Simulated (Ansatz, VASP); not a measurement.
This is a calculation of SnSe for Ansatz 0.2.0.

The input input.yaml:

```yaml
crystal:
  lattice:
    - [0.0, 3.0690345955, 3.0690345955]
    - [3.0690345955, 0.0, 3.0690345955]
    - [3.0690345955, 3.0690345955, 0.0]
  atoms:
    - { symbol: Sn, position: [0.0, 0.0, 0.0] }
    - { symbol: Se, position: [0.5, 0.5, 0.5] }
hamiltonian:
  xc: { exchange: pbe, correlation: none }
  pseudopotentials: { kind: paw }
kpoints:
  mp_grid: { grid: [8, 8, 8] }
scf:
  occupations: { method: fermi_dirac, width: 0.05 }
output:
  forces: true
  stress: true
  eigenvalues: true
```

Potentials or basis: Ansatz PAW.

The run is started by

```sh
$ ansatz run input.yaml --threads 2 --pin off --max-ram 5120MiB --backend cpu --events-out ev --progress --plain --runs-dir out
```

Translate it to VASP 6.6.1. Potentials there: VASP PAW PBE potentials, release 64 (Sn_d, Se).

As run (the cutoff follows the program's own potentials):

Contents of INCAR:

```
AGGAC = 0.0
ALDAC = 0.0
ALGO = Normal
EDIFF = 1E-6
ENCUT = 520
GGA = PE
ISIF = 2
ISMEAR = -1
LASPH = True
LCHARG = False
LREAL = False
LWAVE = False
NBANDS = 17
NELM = 100
PREC = Accurate
SIGMA = 0.05
```

KPOINTS

```
k-points
0
Gamma
  8 8 8
```

File POSCAR:

```
SnSe
1.0
    0.0000000000      3.0690345955      3.0690345955
    3.0690345955      0.0000000000      3.0690345955
    3.0690345955      3.0690345955      0.0000000000
Sn Se
1 1
Direct
    0.0000000000      0.0000000000      0.0000000000
    0.5000000000      0.5000000000      0.5000000000
```

Potentials or basis: VASP PAW PBE potentials, release 64 (Sn_d, Se).

Launch:

```console
$ cat potpaw_PBE.64/Sn_d/POTCAR potpaw_PBE.64/Se/POTCAR > POTCAR
$ mpirun -np 1 vasp_std > vasp.out
```

Both were run:

|  | VASP | Ansatz | Ansatz less VASP |
| --- | --- | --- | --- |
| gap on the k mesh at the Fermi level (eV) | 0.18 | 0.17 | -0.002 |
| least direct gap on the mesh (eV) | 0.18 | 0.17 | -0.002 |
| pressure (GPa) | 6.8 | 6.8 | -0.02 |

VASP's potentials were made for PBE, not for PBE exchange alone. The functional is the same, so the differences come from potentials, cutoffs and numerics. VASP's potentials hold 20 valence electrons a cell and Ansatz's 30, so a difference there can come from the potentials and not from the codes.
